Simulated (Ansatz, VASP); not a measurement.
# Two plane-wave programs on GeMo

```xyz
2
Lattice="2.8308 0.0000 0.0000 -1.4154 2.4516 0.0000 0.0000 0.0000 5.1028" Properties=species:S:1:pos:R:3 pbc="T T T"
Ge    0.0000    0.0000    0.0000
Mo    0.0000    0.0000    2.5514
```

Alike in both runs: task relaxation of cell and atoms; functional PBE; k mesh 24 × 24 × 12; occupations gaussian, width 0.1 eV; no spin polarisation.

|  | VASP | Ansatz |
| --- | --- | --- |
| version | VASP 6.6.1 | Ansatz 0.2.0 |
| potentials or method | VASP PAW PBE potentials, release 64 (Ge_d, Mo_sv), cutoff 600 eV | scalar-relativistic, plane waves, PAW |
| valence electrons in the cell | 28 | 28 |

```csv
,VASP,Ansatz,Ansatz less VASP
"gap on the k mesh at the Fermi level, each at its own relaxed structure (eV)",none,none,-
relaxed volume (Å³/atom),17.57,17.55,-0.022
relaxed cell length with the largest relative difference (Å),5.203,5.200,-0.0033
```

A gap of «none» marks a metal or a gap that the smearing closes.
